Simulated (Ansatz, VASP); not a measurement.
Cr: VASP beside Ansatz

```xyz
1
Lattice="2.3395 0.0000 0.0000 0.0000 2.3395 0.0000 0.0000 0.0000 2.3395" Properties=species:S:1:pos:R:3 pbc="T T T"
Cr    0.0000    0.0000    0.0000
```

Alike in both runs: functional PBE; k mesh 24 × 24 × 24; occupations gaussian, width 0.1 eV; no spin polarisation.

Ansatz relaxed the structure, and its values are those at the end. VASP's run is a single point on that final structure, the one shown.

```csv
,VASP,Ansatz
version,VASP 6.6.1,Ansatz 0.2.0
potentials or method,"VASP PAW PBE potentials, release 64 (Cr_pv), cutoff 520 eV","scalar-relativistic, plane waves, PAW"
valence electrons in the cell,12,14
```

|  | VASP | Ansatz | Ansatz less VASP |
| --- | --- | --- | --- |
| gap on the k mesh at the Fermi level (eV) | none | none | - |
| pressure (GPa) | 0.0 | 0.0 | +0.03 |

A gap of «none» marks a metal or a gap that the smearing closes. VASP's potentials hold 12 valence electrons a cell and Ansatz's 14, so a difference there can come from the potentials and not from the codes.
